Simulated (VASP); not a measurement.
Set up this calculation in VASP 6.6.1, as the native input.

| Item | Value |
| --- | --- |
| Task | single point |
| Functional | PBE |
| Dispersion | D3(BJ) |
| Potentials or basis | VASP PAW PBE potentials, release 64 (S, W_sv) |
| Cutoff | 520 eV |
| k mesh | 12 × 12 × 1 |
| Occupations | gaussian, width 0.05 eV |
| Spin | no spin polarisation |
| Dipole correction | yes |
| Further INCAR settings | ALGO = Normal; EDIFF = 1e-06; NBANDS = 20 |

The structure of WS2 lies in POSCAR:

```
WS2
1.0
    3.1593423848      0.0000000000      0.0000000000
   -1.5796711924      2.7360707645      0.0000000000
    0.0000000000      0.0000000000     23.1189237369
S W
2 1
Direct
    0.6666666667      0.3333333333      0.4318276962
    0.6666666667      0.3333333333      0.5681723041
    0.3333333333      0.6666666667      0.4999999997
```

The input as run:

INCAR

```
PREC = Accurate
ENCUT = 520
EDIFF = 1E-6
ISMEAR = 0
SIGMA = 0.05
LREAL = False
LASPH = True
NELM = 60
ALGO = Normal
ISIF = 2
LWAVE = False
LCHARG = False
LDIPOL = True
IDIPOL = 3
DIPOL = 0.5 0.5 0.500
GGA = PE
IVDW = 12
NBANDS = 20
```

KPOINTS

```
Automatic mesh
0
Gamma
  12 12 1
```

Potentials or basis: VASP PAW PBE potentials, release 64 (S, W_sv).

Command:

```bash
$ cat potpaw_PBE.64/S/POTCAR potpaw_PBE.64/W_sv/POTCAR > POTCAR
$ mpirun -np 1 vasp_std > vasp.out
```

Results of the run:

The largest force is 0.004 eV/Å, the band gap on the k mesh is 1.92 eV and the dispersion energy per atom is -0.310 eV.

Caveat: spin-orbit coupling is left out, which moves the levels of the heavy elements.

It took 3 min on 1 thread of AMD EPYC 7R43 64-Core Processor (Zen 3), with other jobs on the host, peak memory 0.31 GiB.
